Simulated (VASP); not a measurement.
Write the native input for VASP 6.6.1 that does the following.

```yaml
Task: single point
Functional: r2SCAN
Potentials_or_basis: VASP PAW PBE potentials, release 64 (Ge_d, Sb, Te)
Cutoff: 520 eV
k_mesh: 6 × 6 × 2
Occupations: gaussian, width 0.02 eV
Spin: no spin polarisation
Dipole_correction: no
Further_INCAR_settings: ALGO = Normal; EDIFF = 1e-06; NBANDS = 50
```

Crystal: GeSb4Te7.

```
Ge Sb Te
1.0
     4.26762    0.00000    0.00000
    -2.13381    3.69586    0.00000
     0.00000    0.00000   24.35209
Ge Sb Te
1 4 7
Direct
  0.00000 0.00000 0.50000
  0.66667 0.33333 0.91850
  0.33333 0.66667 0.34858
  0.33333 0.66667 0.08150
  0.66667 0.33333 0.65142
  0.33333 0.66667 0.84858
  0.66667 0.33333 0.15142
  0.00000 0.00000 0.72088
  0.66667 0.33333 0.43120
  0.33333 0.66667 0.56880
  0.00000 0.00000 0.00000
  0.00000 0.00000 0.27912
```

The input as run:

POSCAR

```
GeSb4Te7
1.0
    4.2676164908      0.0000000000      0.0000000000
   -2.1338082454      3.6958642947      0.0000000000
    0.0000000000      0.0000000000     24.3520870510
Ge Sb Te
1 4 7
Direct
    0.0000000000      0.0000000000      0.5000000000
    0.6666666667      0.3333333333      0.9185022757
    0.3333333333      0.6666666667      0.3485842422
    0.3333333333      0.6666666667      0.0814977243
    0.6666666667      0.3333333333      0.6514157578
    0.3333333333      0.6666666667      0.8485784843
    0.6666666667      0.3333333333      0.1514215157
    0.0000000000      0.0000000000      0.7208787061
    0.6666666667      0.3333333333      0.4311988054
    0.3333333333      0.6666666667      0.5688011946
    0.0000000000      0.0000000000      0.0000000000
    0.0000000000      0.0000000000      0.2791212939
```

INCAR.step1

```
PREC     = Accurate       # precision mode
ENCUT    = 520            # plane-wave cutoff, eV
ISMEAR   = 0              # smearing method
SIGMA    = 0.02           # smearing width, eV
LREAL    = F              # projectors in reciprocal space
LASPH    = T              # aspherical terms in the spheres
NELM     = 80             # most SCF steps
NBANDS   = 50             # bands
GGA      = PE             # functional
ALGO     = Normal         # electronic algorithm
EDIFF    = 1E-4           # SCF threshold, eV
LWAVE    = T              # write WAVECAR
LCHARG   = F              # write CHGCAR
```

INCAR.step2

```
PREC     = Accurate       # precision mode
ENCUT    = 520            # plane-wave cutoff, eV
EDIFF    = 1E-6           # SCF threshold, eV
ISMEAR   = 0              # smearing method
SIGMA    = 0.02           # smearing width, eV
LREAL    = F              # projectors in reciprocal space
LASPH    = T              # aspherical terms in the spheres
NELM     = 80             # most SCF steps
ALGO     = Normal         # electronic algorithm
ISIF     = 2              # what is computed and relaxed
LWAVE    = F              # write WAVECAR
LCHARG   = F              # write CHGCAR
METAGGA  = R2SCAN         # meta-GGA
LMIXTAU  = T            
NBANDS   = 50             # bands
ISTART   = 1
```

KPOINTS

```
regular mesh
0
Gamma
  6 6 2
```

Potentials or basis: VASP PAW PBE potentials, release 64 (Ge_d, Sb, Te).

Launch:

```sh
$ cat potpaw_PBE.64/Ge_d/POTCAR potpaw_PBE.64/Sb/POTCAR potpaw_PBE.64/Te/POTCAR > POTCAR
$ cp INCAR.step1 INCAR
$ mpirun -np 1 vasp_std > vasp.out
$ cp INCAR.step2 INCAR
$ mpirun -np 1 vasp_std > vasp.out
```

Results of the run:

| Quantity | Value |
| --- | --- |
| Pressure | 0.7 GPa |
| Largest force | 0.034 eV/Å |
| Band gap on the k mesh | 0.47 eV |

Caveat: the PAW data sets were made with another functional, which shifts forces and pressure a little; spin-orbit coupling is left out, which moves the levels of the heavy elements.

Wall time 23 min on 1 thread of Intel(R) Xeon(R) Platinum 8488C (Sapphire Rapids), on a shared host, peak memory 0.61 GiB.
